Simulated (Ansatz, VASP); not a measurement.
# One calculation of W, two programs

```
CELL_PARAMETERS angstrom
0.00000 1.88680 2.20190
1.88680 0.00000 2.20190
1.88680 1.88680 0.00000
ATOMIC_POSITIONS crystal
W 0.00000 0.00000 0.00000
```

Alike in both runs: task single point; functional LDA; k mesh 22 × 22 × 22; occupations gaussian, width 0.15 eV; no spin polarisation.

|  | VASP | Ansatz |
| --- | --- | --- |
| version | VASP 6.6.1 | Ansatz 0.2.0 |
| potentials or method | VASP PAW LDA potentials, release 64 (W_sv), cutoff 520 eV | scalar-relativistic, plane waves, PAW |
| valence electrons in the cell | 14 | 14 |

Ansatz gave:

| Item | Value |
| --- | --- |
| gap on the k mesh at the Fermi level (eV) | none |
| pressure (GPa) | 1.0 |
| traceless stress, the component that is largest in VASP (GPa) | 2.99 |

Task: Which values does VASP return?

Result: gap on the k mesh at the Fermi level (eV): none; pressure (GPa): 2.8; traceless stress, the component that is largest in VASP (GPa): 2.83.

Ansatz warns that its potentials were made for another functional, while VASP's fit it. LDA's correlation is that of Perdew and Zunger in VASP and of Perdew and Wang (1992) in Ansatz. A gap of «none» marks a metal or a gap that the smearing closes.

Neither program's run includes spin-orbit coupling.
